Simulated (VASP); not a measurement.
SrMg3: relaxation of cell and atoms with LDA

SrMg3:

```
CELL_PARAMETERS angstrom
4.94000 0.00000 0.00000
0.00000 4.94000 0.00000
0.00000 0.00000 4.94000
ATOMIC_POSITIONS crystal
Sr 0.00000 0.00000 0.00000
Mg 0.00000 0.50000 0.50000
Mg 0.50000 0.00000 0.50000
Mg 0.50000 0.50000 0.00000
```

```yaml
Program: VASP 6.6.1
Task: relaxation of cell and atoms
Functional: LDA
Potentials_or_basis: VASP PAW LDA potentials, release 64 (Sr_sv, Mg)
Cutoff: 600 eV
k_mesh: 4 × 4 × 4
Occupations: fermi-dirac, width 0.05 eV
Spin: no spin polarisation
Dipole_correction: no
Further_INCAR_settings: ALGO = Normal; EDIFF = 1e-07; IBRION = 2; EDIFFG = -0.01; NSW = 80; ISIF = 3
```

```yaml
Relaxed_volume: 27.94 Å³/atom
Relaxed_cell: a = 4.817 Å, b = 4.817 Å, c = 4.817 Å, α = 90.00°, β = 90.00°, γ = 90.00°
Space_group_after_relaxing_to_0.1_Å: Pm-3m (No. 221)
Energy_gained_by_relaxing: 14.4 meV/atom
Ionic_steps: 3
Pressure_after_relaxing: 0.0 GPa
Band_gap_on_the_k_mesh: zero (bands 8 and 9 overlap by 0.89 eV)
```

The path:
```tsv
step	energy change (eV)	largest force (eV/Å)	pressure (GPa)	volume (Å³)
1	0.0000	0.0000	-1.94	120.55
2	-0.0519	0.0000	-0.67	114.31
3	-0.0577	0.0000	-0.04	111.75
```

Final structure:
```
Sr Mg
1.0
     4.81668    0.00000    0.00000
     0.00000    4.81668    0.00000
     0.00000    0.00000    4.81668
Sr Mg
1 3
Direct
  0.00000 0.00000 0.00000
  0.00000 0.50000 0.50000
  0.50000 0.00000 0.50000
  0.50000 0.50000 0.00000
```

Levels at points of the mesh, in eV from the Fermi level:
```
           k point  band 6  band 7  band 8  band 9  band 10  band 11
(0.00, 0.00, 0.00)   -0.72   -0.72    0.40    0.40     0.40     2.30
(0.50, 0.00, 0.00)   -4.03    0.13    0.23    0.23     2.00     2.42
(0.50, 0.50, 0.00)   -2.48   -2.48   -1.97    1.08     1.08     2.58
(0.50, 0.50, 0.50)   -2.13   -2.13   -1.53   -0.49    -0.49    -0.49
```

It took 80 s on 1 thread of Intel Xeon 8259CL, with other jobs on the host, peak memory 0.21 GiB.
